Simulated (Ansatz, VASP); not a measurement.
# Pt in VASP and in Ansatz

The input INCAR:

```
SYSTEM = Pt
PREC = Accurate ; ENCUT = 520
EDIFF = 1E-7 ; ISMEAR = 0
SIGMA = 0.05 ; LREAL = .FALSE.
LASPH = .TRUE. ; NELM = 80
ALGO = Normal ; ISIF = 2
LWAVE = .FALSE. ; LCHARG = .FALSE.
GGA = PS ; NBANDS = 11
```

KPOINTS

```
Automatic mesh
0
G
  18 18 18
  0 0 0
```

The input POSCAR:

```
Pt
1.0
    0.0000000000      1.9588505871      1.9588505871
    1.9588505871      0.0000000000      1.9588505871
    1.9588505871      1.9588505871      0.0000000000
Pt
1
Direct
    0.0000000000      0.0000000000      0.0000000000
```

Input for Ansatz:

```yaml
crystal:
  lattice:
    - [0.0, 1.9588505871, 1.9588505871]
    - [1.9588505871, 0.0, 1.9588505871]
    - [1.9588505871, 1.9588505871, 0.0]
  atoms:
    - { symbol: Pt, position: [0.0, 0.0, 0.0] }
basis:
  ecutwfc: 420
  ecutrho_ratio: 4
kpoints:
  mp_grid: { grid: [18, 18, 18] }
  band_path:
    path:
      - [[0.0, 0.0, 0.0], [0.5, 0.0, 0.5], [0.625, 0.25, 0.625]]
      - [[0.375, 0.375, 0.75], [0.0, 0.0, 0.0], [0.5, 0.5, 0.5], [0.5, 0.25, 0.75], [0.5, 0.0, 0.5]]
    npoints: 14
hamiltonian:
  xc: pbesol
scf:
  occupations: { method: gaussian, width: 0.05 }
output:
  forces: true
  stress: true
  eigenvalues: true
  populations: true
  dos: { projected: true, de: 0.02, nscf_kmesh: { grid: [27, 27, 27] } }
  bader: true
```

Alike in both runs: task single point; functional PBEsol; k mesh 18 × 18 × 18; occupations gaussian, width 0.05 eV; no spin polarisation.

|  | VASP | Ansatz |
| --- | --- | --- |
| version | VASP 6.6.1 | Ansatz 0.2.0 |
| potentials or method | VASP PAW PBE potentials, release 64 (Pt), cutoff 520 eV | scalar-relativistic, plane waves, PAW |
| valence electrons in the cell | 10 | 18 |

|  | VASP | Ansatz | Ansatz less VASP |
| --- | --- | --- | --- |
| pressure (GPa) | -0.4 | 0.0 | +0.43 |

VASP's potentials were made for PBE, not for PBEsol. VASP's potentials hold 10 valence electrons a cell and Ansatz's 18, so a difference there can come from the potentials and not from the codes.

Neither program's run includes spin-orbit coupling.
